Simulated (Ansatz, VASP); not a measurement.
## One calculation of BN, two programs

File POSCAR:

```
BN
1.0
    0.0000000000      1.8048137558      1.8995664780
    1.8048137558      0.0000000000      1.8995664780
    1.8048137558      1.8048137558      0.0000000000
B N
1 1
Direct
    0.0000000000      0.0000000000      0.0000000000
    0.7500000000      0.7500000000      0.7500000000
```

INCAR.step1

```
PREC = Accurate
ENCUT = 520
ISMEAR = 0
SIGMA = 0.05
LREAL = F
LASPH = T
NELM = 100
NBANDS = 11
GGA = PE
ALGO = Normal
EDIFF = 1E-4
LWAVE = T
LCHARG = F
```

File INCAR.step2:

```
PREC = Accurate
ENCUT = 520
EDIFF = 1E-6
ISMEAR = 0
SIGMA = 0.05
LREAL = F
LASPH = T
NELM = 100
ALGO = Normal
ISIF = 2
LWAVE = F
LCHARG = F
METAGGA = R2SCAN
LMIXTAU = T
NBANDS = 11
ISTART = 1
```

KPOINTS

```
Automatic mesh
0
Gamma
  12 12 12
```

Input for Ansatz:

```yaml
crystal:
  lattice:
    - [0.0, 1.8048137558, 1.899566478]
    - [1.8048137558, 0.0, 1.899566478]
    - [1.8048137558, 1.8048137558, 0.0]
  atoms:
    - { symbol: B, position: [0.0, 0.0, 0.0] }
    - { symbol: "N", position: [0.75, 0.75, 0.75] }
basis:
  ecutwfc: 500
kpoints:
  mp_grid: { grid: [12, 12, 12] }
hamiltonian:
  xc: r2scan
scf:
  occupations: { method: gaussian, width: 0.05 }
output:
  forces: true
  stress: true
  eigenvalues: true
  write_density: true
  write_potential: true
  elf: true
  volumetric_format: npy
```

Change from the starting cell: strain +0.0525 x Voigt [0, 0, 1, 0, 0, 0], atoms carried along.

Alike in both runs: task single point; functional r2SCAN; k mesh 12 × 12 × 12; occupations gaussian, width 0.05 eV; no spin polarisation.

```csv
,VASP,Ansatz
version,VASP 6.6.1,Ansatz 0.2.0
potentials or method,"VASP PAW PBE potentials, release 64 (B, N), cutoff 520 eV","scalar-relativistic, plane waves, PAW"
valence electrons in the cell,8,8
```

```tsv
	VASP	Ansatz	Ansatz less VASP
gap on the k mesh at the Fermi level (eV)	4.46	4.48	+0.018
least direct gap on the mesh (eV)	9.02	9.05	+0.033
pressure (GPa)	-17.3	-18.2	-0.92
traceless stress, the component that is largest in VASP (GPa)	-22.46	-22.51	-0.054
```

VASP's potentials were made for PBE, not for r2SCAN. With one functional, cell and mesh, what is left measures potentials, basis and numerics.
